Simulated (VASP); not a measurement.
# Ru (R-3m) in VASP: a series of runs

Runs on Ru. Level: PBEsol. Tasks: relaxation of cell and atoms, single point.

All numbers are computed with VASP 6.6.1; they aren't measurements. Logs are shortened: lines on timing, memory, paths and dates and some standing lists are left out, and cuts for length are marked.

### 1 The cell of the first run

It takes space group R-3m (No. 166, trigonal). The conventional cell has a = 2.826 Å, b = 2.826 Å, c = 20.487 Å, α = 90.00°, β = 90.00°, γ = 120.00°. Within 3.7 Å of Ru (site symmetry -3m) lie 12 Ru at 2.80 to 2.83 Å. Ru (site symmetry 3m) has 12 Ru at 2.80 to 2.83 Å within 3.7 Å.

### 2 Relaxation of cell and atoms, PBEsol

Input file INCAR:

```
PREC = Accurate
ENCUT = 600
EDIFF = 1E-6
ISMEAR = 0
SIGMA = 0.1
LREAL = False
LASPH = True
NELM = 100
ALGO = Normal
ISIF = 3
LWAVE = False
LCHARG = False
GGA = PS
IBRION = 2
NSW = 90
EDIFFG = -0.04
```

Input file KPOINTS:

```
regular mesh
0
Gamma
  9 9 9
```

Input file POSCAR:

```
Ru
1.0
    1.4130400140      0.8158190324      6.8291337230
   -1.4130400140      0.8158190324      6.8291337230
    0.0000000000     -1.6316380650      6.8291337230
Ru
3
Direct
    0.0000000000      0.0000000000      0.0000000000
    0.2222200000      0.2222200000      0.2222200000
    0.7777800000      0.7777800000      0.7777800000
```

Potentials or basis: VASP PAW PBE potentials, release 64 (Ru_pv).

The run is started by

```console
cat potpaw_PBE.64/Ru_pv/POTCAR > POTCAR
mpirun -np 1 vasp_std > vasp.out
```

OUTCAR:

```text
PREC = Accurate
   ENCUT = 600
   EDIFF = 1E-6
   ISMEAR = 0
   LREAL = False
   LASPH = True
   NELM = 100
   ISIF = 3
   GGA = PS
   IBRION = 2
   NSW = 90
   EDIFFG = -0.04

 ion  position               nearest neighbor table
   1  0.000  0.000  0.000-   3 2.80   3 2.80   2 2.80   2 2.80   3 2.80   2 2.80
   2  0.222  0.222  0.222-   3 2.80   3 2.80   3 2.80   1 2.80   1 2.80   1 2.80
   3  0.778  0.778  0.778-   2 2.80   2 2.80   2 2.80   1 2.80   1 2.80   1 2.80

  LATTYP: Found a trigonal (rhomboedric) cell.
 ALAT       =     7.0213467498
 COS(alpha) =     0.9189975651

  Lattice vectors:

 A1 = (   1.4130400140,   0.8158190324,   6.8291337230)
 A2 = (  -1.4130400140,   0.8158190324,   6.8291337230)
 A3 = (   0.0000000000,  -1.6316380650,   6.8291337230)

Analysis of symmetry for initial positions (statically):
=====================================================================
 Subroutine PRICEL returns:
 Original cell was already a primitive cell.

 Routine SETGRP: Setting up the symmetry group for a
 trigonal (rhombohedral) supercell.

 Subroutine GETGRP returns: Found 12 space group operations
 (whereof 12 operations were pure point group operations)
 out of a pool of 12 trial point group operations.

The static configuration has the point symmetry D_3d.

Analysis of symmetry for dynamics (positions and initial velocities):
=====================================================================
 Subroutine PRICEL returns:
 Original cell was already a primitive cell.

 Routine SETGRP: Setting up the symmetry group for a
 trigonal (rhombohedral) supercell.

 Subroutine GETGRP returns: Found 12 space group operations
 (whereof 12 operations were pure point group operations)
 out of a pool of 12 trial point group operations.

The dynamic configuration has the point symmetry D_3d.

 Subroutine INISYM returns: Found 12 space group operations
 (whereof 12 operations are pure point group operations),
 and found     1 'primitive' translations

----------------------------------------------------------------------------------------

                                     Primitive cell

  volume of cell :      47.2351

  direct lattice vectors                    reciprocal lattice vectors
     1.413040014  0.815819032  6.829133723     0.353847021  0.204293673  0.048810486
    -1.413040014  0.815819032  6.829133723    -0.353847021  0.204293673  0.048810486
     0.000000000 -1.631638065  6.829133723     0.000000000 -0.408587346  0.048810486

  length of vectors
     7.021346750  7.021346750  7.021346750     0.411492506  0.411492506  0.411492506

  position of ions in fractional coordinates (direct lattice)
     0.000000000  0.000000000  0.000000000
     0.222220000  0.222220000  0.222220000
     0.777780000  0.777780000  0.777780000

  ion indices of the primitive-cell ions
   primitive index   ion index
                 1           1
                 2           2
                 3           3

----------------------------------------------------------------------------------------

 KPOINTS: regular mesh

Automatic generation of k-mesh.
 Grid dimensions read from file:
 generate k-points for:    9    9    9

 Generating k-lattice:

  Cartesian coordinates                     Fractional coordinates (reciprocal lattice)
     0.039316336  0.022699297  0.005423387     0.111111111 -0.000000000 -0.000000000
    -0.039316336  0.022699297  0.005423387    -0.000000000  0.111111111 -0.000000000
     0.000000000 -0.045398594  0.005423387     0.000000000  0.000000000  0.111111111

  Length of vectors
     0.045721390  0.045721390  0.045721390

  Shift w.r.t. Gamma in fractional coordinates (k-lattice)
     0.000000000  0.000000000  0.000000000

 Subroutine IBZKPT returns following result:
 ===========================================

 Found     85 irreducible k-points:

 Following reciprocal coordinates:
            Coordinates               Weight
  0.000000  0.000000  0.000000      1.000000
  0.111111  0.000000  0.000000      6.000000
  0.222222  0.000000 -0.000000      6.000000
  0.333333  0.000000 -0.000000      6.000000
  0.444444  0.000000 -0.000000      6.000000
  0.111111  0.111111  0.000000      6.000000
[... 16 lines left out ...]
 -0.333333  0.333333  0.000000      6.000000
  0.444444  0.444444 -0.000000      6.000000
 [... further k-points ...]
   k-points           NKPTS =     85   k-points in BZ     NKDIM =     85   number of bands    NBANDS=     25
   number of dos      NEDOS =    301   number of ions     NIONS =      3
   total plane-waves  NPLWV = 175616
   dimension x,y,z NGX =    56 NGY =   56 NGZ =   56
   dimension x,y,z NGXF=   112 NGYF=  112 NGZF=  112
   ions per type =               3
   NGX,Y,Z   is equivalent  to a cutoff of  13.26, 13.26, 13.26 a.u.
   NGXF,Y,Z  is equivalent  to a cutoff of  26.52, 26.52, 26.52 a.u.
 SYSTEM =  unknown system
   PREC   = accura    normal or accurate (medium, high low for compatibility)
   ISTART =      0    job   : 0-new  1-cont  2-samecut
   ICHARG =      2    charge: 1-file 2-atom 10-const
   ISPIN  =      1    spin polarized calculation?
   LNONCOLLINEAR =      F non collinear calculations
   LSORBIT =      F    spin-orbit coupling
   LASPH  =      T    aspherical Exc in radial PAW
   ENCUT  =  600.0 eV  44.10 Ry    6.64 a.u.  14.02 14.02 14.02*2*pi/ulx,y,z
   NELM   =    100;   NELMIN=  2; NELMDL= -5     # of ELM steps
   EDIFF  = 0.1E-05   stopping-criterion for ELM
   LREAL  =      F    real-space projection
   EDIFFG = -.4E-01   stopping-criterion for IOM
   NSW    =     90    number of steps for IOM
   IBRION =      2    ionic relax: 0-MD 1-quasi-New 2-CG
   NFREE  =      1    steps in history (QN), initial steepest desc. (CG)
   ISIF   =      3    stress and relaxation
   ISYM   =      2    0-nonsym 1-usesym 2-fastsym
   POTIM  = 0.5000    time-step for ionic-motion
   TEBEG  =    0.0;   TEEND  =   0.0 temperature during run
   PSTRESS=    0.0 pullay stress
   NELECT =      42.0000    total number of electrons
   NUPDOWN=      -1.0000    fix difference up-down
   EMIN   =  10.00;   EMAX   =-10.00  energy-range for DOS
   EFERMI =   0.00;   METHOD = LEGACY
   ISMEAR =     0;   SIGMA  =   0.10  broadening in eV -4-tet -1-fermi 0-gaus
   EFERMI_NEDOS =   21; number of points for ismear=-14 and -15
   IALGO  =     38    algorithm
   IMIX   =      4    mixing-type and parameters
     AMIX     =   0.40;   BMIX     =  1.00
     AMIX_MAG =   1.60;   BMIX_MAG =  1.00
  volume/ion in A,a.u.               =      15.75       106.25
  Fermi-wavevector in a.u.,A,eV,Ry     =   1.574235  2.974873 33.718170  2.478216
  Thomas-Fermi vector in A             =   2.675400
   LORBIT       =      0    0 simple, 1 ext, 2 COOP (PROOUT), +10 PAW based schemes
   GGA     = PS    functional components
   LHFCALC =     F    Hartree Fock is set to
   AEXX    =    0.0000 exact exchange contribution
   IVDW    =     0    specifies the selected vdW correction
   LEPSILON=     F    determine dielectric tensor
   LRPA    =     F    only Hartree local field effects (RPA)
 conjugate gradient relaxation of ions
 non-spin polarized calculation
 Gauss-broadening in eV      SIGMA  =   0.10
  energy-cutoff  :      600.00
  volume of cell :       47.24
 maximum number of plane-waves:      1609
   NGX = 29   NGY = 29   NGZ = 29

--------------------------------------- Ionic step        1  -------------------------------------------

 number of electron      42.0000001 magnetization

 Free energy of the ion-electron system (eV)
  ---------------------------------------------------
  ext. energy  EPLUGINS =         0.00000000
  ---------------------------------------------------
  free energy    TOTEN  =       -29.37330929 eV

  energy without entropy =      -29.35547687  energy(sigma->0) =      -29.36439308

------------------------ aborting loop because EDIFF is reached ----------------------------------------

  FORCE on cell =-STRESS in cart. coord.  units (eV):
  Direction    XX          YY          ZZ          XY          YZ          ZX
  --------------------------------------------------------------------------------------
  -------------------------------------------------------------------------------------
  Total      -10.7754242    -10.7754242    -12.3153334      0.0000000      0.0000000      0.0000000
  in kB     -365.4936187   -365.4936187   -417.7260864      0.0000000      0.0000000      0.0000000
  external PRESSURE =    -382.9044413 kB  Pullay stress =       0.0000000 kB
[... 92 lines left out ...]
  FREE ENERGIE OF THE ION-ELECTRON SYSTEM (eV)
  ---------------------------------------------------
  free  energy   TOTEN  =       -30.3606105325 eV

  energy  without entropy=      -30.3454302673  energy(sigma->0) =      -30.35302040

[... ionic steps 4 to 7 ...]

--------------------------------------- Ionic step        8  -------------------------------------------

 number of electron      42.0000004 magnetization

------------------------ aborting loop because EDIFF is reached ----------------------------------------

  FORCE on cell =-STRESS in cart. coord.  units (eV):
  Direction    XX          YY          ZZ          XY          YZ          ZX
  --------------------------------------------------------------------------------------
  -------------------------------------------------------------------------------------
  Total       -0.1961802     -0.1961802      0.0892721      0.0000000     -0.0000000      0.0000000
  in kB       -7.8346294     -7.8346294      3.5651587      0.0000000     -0.0000000      0.0000000
  external PRESSURE =      -4.0347001 kB  Pullay stress =       0.0000000 kB
[... 59 lines left out ...]
  energy  without entropy=      -30.3996511447  energy(sigma->0) =      -30.40632816

--------------------------------------- Ionic step       10  -------------------------------------------

 number of electron      42.0000004 magnetization

 Free energy of the ion-electron system (eV)
  ---------------------------------------------------
  ext. energy  EPLUGINS =         0.00000000
  ---------------------------------------------------
  free energy    TOTEN  =       -30.41348638 eV

  energy without entropy =      -30.40021390  energy(sigma->0) =      -30.40685014

 E-fermi :  13.1087     XC(G=0): -14.3855

 val. band max:       13.1055646440   @ k =   0.2222   0.2222   0.2222
 cond. band min:      13.1236162491   @ k =  -0.4444   0.4444   0.4444
 fundamental gap:      0.0180516051
 Fermi energy:        13.1086859482

 k-point     1 :       0.0000    0.0000    0.0000
  band No.  band energies     occupation
      1     -30.4522      2.00000
      2     -30.2818      2.00000
      3     -29.6667      2.00000
      4     -29.6667      2.00000
      5     -29.5936      2.00000
      6     -29.5936      2.00000
[... 661 lines left out ...]
     24      15.0312      0.00000
     25      15.3391      0.00000

 [... further k-points ...]
[... 5 lines left out ...]
  --------------------------------------------------------------------------------------
  -------------------------------------------------------------------------------------
  Total        0.0278467      0.0278467      0.1089700     -0.0000000     -0.0000000      0.0000000
  in kB        1.1141067      1.1141067      4.3597404     -0.0000000     -0.0000000      0.0000000
  external PRESSURE =       2.1959846 kB  Pullay stress =       0.0000000 kB
[... 18 lines left out ...]
  FREE ENERGIE OF THE ION-ELECTRON SYSTEM (eV)
  ---------------------------------------------------
  free  energy   TOTEN  =       -30.4134863752 eV

  energy  without entropy=      -30.4002139030  energy(sigma->0) =      -30.40685014

 reached required accuracy - stopping structural energy minimisation
```

It took 38 min on 1 thread of Intel Xeon Platinum 8488C (Sapphire Rapids), shared host; peak memory 0.53 GiB.

What came out:

```yaml
Free_energy: -30.4135 eV
Relaxed_volume: 13.35 Å³/atom
Relaxed_cell: a = 6.585 Å, b = 6.585 Å, c = 6.585 Å, α = 23.56°, β = 23.56°, γ = 23.56°
Space_group_after_relaxing_to_0.05_Å: R-3m (No. 166)
Energy_gained_by_relaxing: 346.7 meV/atom
Ionic_steps: 10
Pressure_after_relaxing: 0.2 GPa
Largest_force_after_relaxing: 0.007 eV/Å
Band_gap_on_the_k_mesh: zero (band 21 reaches 14.46 eV, above the bottom of band 22 at 11.65 eV)
```

Forces on the atoms (eV/Å):
```
Ru   0.000  0.000  0.000
Ru   0.000  0.000 -0.007
Ru   0.000  0.000  0.007
```

Step by step:
| step | energy change (eV) | largest force (eV/Å) | pressure (GPa) | volume (Å³) |
| --- | --- | --- | --- | --- |
| 1 | 0.0000 | 0.4663 | -38.29 | 47.24 |
| 2 | 11.3701 | 0.9852 | 417.29 | 25.89 |
| 3 | -0.9873 | 0.6000 | -8.98 | 41.17 |
| 4 | -1.0134 | 0.6048 | -4.38 | 40.57 |
| 5 | -1.0216 | 0.6082 | 0.42 | 40.00 |
| 6 | -1.0212 | 0.6076 | -0.79 | 40.14 |
| 7 | -1.0398 | 0.0655 | -0.43 | 40.12 |
| 8 | -1.0399 | 0.0314 | -0.40 | 40.12 |
| 9 | -1.0397 | 0.0253 | 1.06 | 39.95 |
| 10 | -1.0402 | 0.0069 | 0.22 | 40.05 |

Final structure:
```cif
data_structure
_symmetry_space_group_name_H-M 'P 1'
_symmetry_Int_Tables_number 1
_cell_length_a 6.5847
_cell_length_b 6.5847
_cell_length_c 6.5847
_cell_angle_alpha 23.556
_cell_angle_beta 23.556
_cell_angle_gamma 23.556
_cell_volume 40.05
loop_
_atom_site_label
_atom_site_type_symbol
_atom_site_fract_x
_atom_site_fract_y
_atom_site_fract_z
_atom_site_occupancy
Ru1 Ru 0.00000 0.00000 0.00000 1
Ru2 Ru 0.22071 0.22071 0.22071 1
Ru3 Ru 0.77929 0.77929 0.77929 1
```

Levels at points of the mesh, in eV from the Fermi level:
| k point | band 19 | band 20 | band 21 | band 22 | band 23 | band 24 |
| --- | --- | --- | --- | --- | --- | --- |
| (0.00, 0.00, 0.00) | -2.31 | -1.75 | -1.49 | -1.10 | -1.10 | 0.65 |

Caveat: the volume moved by over 15 % at a fixed basis, so the end points are rough; the PAW data sets were made with another functional, which shifts forces and pressure a little.

### 3 Single point, PBEsol

This run uses another cell than the first one, of 13.35 Å³/atom, 0.848 times its volume.

Input file INCAR:

```
SYSTEM = Ru
PREC = Accurate
ENCUT = 520
EDIFF = 1E-7
ISMEAR = 0
SIGMA = 0.1
LREAL = .FALSE.
LASPH = .TRUE.
NELM = 100
ALGO = Normal
ISIF = 2
LWAVE = .FALSE.
LCHARG = .FALSE.
GGA = PS
NBANDS = 28
```

Input file KPOINTS:

```
regular mesh
0
G
  21 21 21
  0 0 0
```

Input file POSCAR:

```
Ru
1.0
    1.3431582600      0.7754727830      6.4106929831
   -1.3431582600      0.7754727830      6.4106929831
    0.0000000000     -1.5509455660      6.4106929831
Ru
3
Direct
    0.0000000000      0.0000000000      0.0000000000
    0.2206751721      0.2206751721      0.2206751721
    0.7793248279      0.7793248279      0.7793248279
```

Potentials or basis: VASP PAW PBE potentials, release 64 (Ru_pv).

The run is started by

```console
cat potpaw_PBE.64/Ru_pv/POTCAR > POTCAR
mpirun -np 1 vasp_std > vasp.out
```

Run time: 47 min. Hardware: 1 thread of Intel Xeon Platinum 8488C (Sapphire Rapids), shared host; peak memory 0.91 GiB.

The run converged. Its results:

```
Free energy            : -30.3955 eV
Pressure               : -0.1 GPa
Largest force          : 0.007 eV/Å
Band gap on the k mesh : zero (band 21 reaches 14.62 eV, above the bottom of band 22 at 11.47 eV)
```

Forces on the atoms (eV/Å):
```
Ru   0.000  0.000  0.000
Ru   0.000  0.000  0.007
Ru   0.000  0.000 -0.007
```

Levels at points of the mesh, in eV from the Fermi level:
| k point | band 18 | band 19 | band 20 | band 21 | band 22 | band 23 | band 24 | band 25 |
| --- | --- | --- | --- | --- | --- | --- | --- | --- |
| (0.00, 0.00, 0.00) | -2.25 | -2.25 | -1.73 | -1.47 | -1.04 | -1.04 | 0.69 | 0.69 |

Caveat: the PAW data sets were made with another functional, which shifts forces and pressure a little.

### 4 Single point, PBEsol

This run uses another cell than the first one: it holds 2 atoms, not 3.

Input file INCAR:

```
SYSTEM = Ru
PREC = Accurate ; ENCUT = 500
EDIFF = 1E-6 ; ISMEAR = 0
SIGMA = 0.1 ; LREAL = .FALSE.
LASPH = .TRUE. ; NELM = 120
ALGO = Normal ; ISIF = 2
LWAVE = .FALSE. ; LCHARG = .FALSE.
GGA = PS ; NBANDS = 21
GGA_COMPAT = .FALSE.
```

Input file KPOINTS:

```
Automatic mesh
0
G
  6 6 6
  0 0 0
```

Input file POSCAR:

```
Ru
1.0
    1.6398700866      0.9467794359      3.0409424665
   -1.6398700866      0.9467794359      3.0409424665
    0.0000000000     -1.8935588719      3.0409424665
Ru
2
Direct
    0.2275400000      0.2275400000      0.2275400000
    0.7724600000      0.7724600000      0.7724600000
```

The run is started by

```console
cat potpaw_PBE.64/Ru_pv/POTCAR > POTCAR
mpirun -np 1 vasp_std > vasp.out
```

Run time: 11 s. Hardware: 1 thread of Intel Xeon 6975P-C (Granite Rapids), shared host; peak memory 0.15 GiB.

Results (log left out):

```yaml
Free_energy: -16.9861 eV
Pressure: 49.8 GPa
Largest_force: 3.774 eV/Å
Band_gap_on_the_k_mesh: zero (band 14 reaches 14.28 eV, above the bottom of band 15 at 12.09 eV)
```

Forces in eV/Å, atoms in the order of the input:
```
Ru   0.000  0.000  3.774
Ru   0.000  0.000 -3.774
```

Stress tensor (GPa, compression positive):
```
57.67  0.00  0.00
 0.00 57.67  0.00
 0.00  0.00 34.08
```

Levels at points of the mesh, in eV from the Fermi level:
| k point | band 10 | band 11 | band 12 | band 13 | band 14 | band 15 | band 16 | band 17 | band 18 | band 19 |
| --- | --- | --- | --- | --- | --- | --- | --- | --- | --- | --- |
| (0.00, 0.00, 0.00) | -5.82 | -5.80 | -5.80 | 0.19 | 1.90 | 1.90 | 3.88 | 3.88 | 9.85 | 10.46 |
| (0.50, 0.00, 0.00) | -3.66 | -3.17 | -3.11 | -1.91 | -1.65 | 0.65 | 0.88 | 1.73 | 2.76 | 10.46 |
| (0.50, 0.50, 0.00) | -4.33 | -1.67 | -1.61 | -1.08 | -1.07 | -0.12 | 1.44 | 3.63 | 6.22 | 7.12 |
| (0.50, 0.50, 0.50) | -4.37 | -4.29 | -4.29 | -1.14 | -0.15 | -0.15 | 0.28 | 0.28 | 2.52 | 10.46 |

Caveat: the k points lie up to 0.39 Å⁻¹ apart; the PAW data sets were made with another functional, which shifts forces and pressure a little.

### 5 Overview

| task | cell | k mesh | cutoff (eV) | gap on the mesh (eV) | pressure (GPa) | largest force (eV/Å) |
| --- | --- | --- | --- | --- | --- | --- |
| relaxation of cell and atoms | relaxed from a = 7.021 Å, angles 23.2°, 3 atoms | 9 × 9 × 9 | 600 | none | 0.2 | 0.01 |
| single point | a = 6.596 Å, angles 23.5°, 3 atoms | 21 × 21 × 21 | 520 | none | -0.1 | 0.01 |
| single point | a = 3.582 Å, angles 54.5°, 2 atoms | 6 × 6 × 6 | 500 | none | 49.8 | 3.77 |

Alike in all rows: level PBEsol; potentials or basis VASP PAW PBE potentials, release 64 (Ru_pv); no spin polarisation; smearing gaussian 0.1 eV.

Caveats: some runs use coarse meshes; the PAW data sets were made with another functional, which shifts forces and pressure a little; the volume moved by over 15 % at a fixed basis, so the end points are rough (some runs).

Total energies depend on the potentials used, so only differences within one code and one set of settings carry meaning.
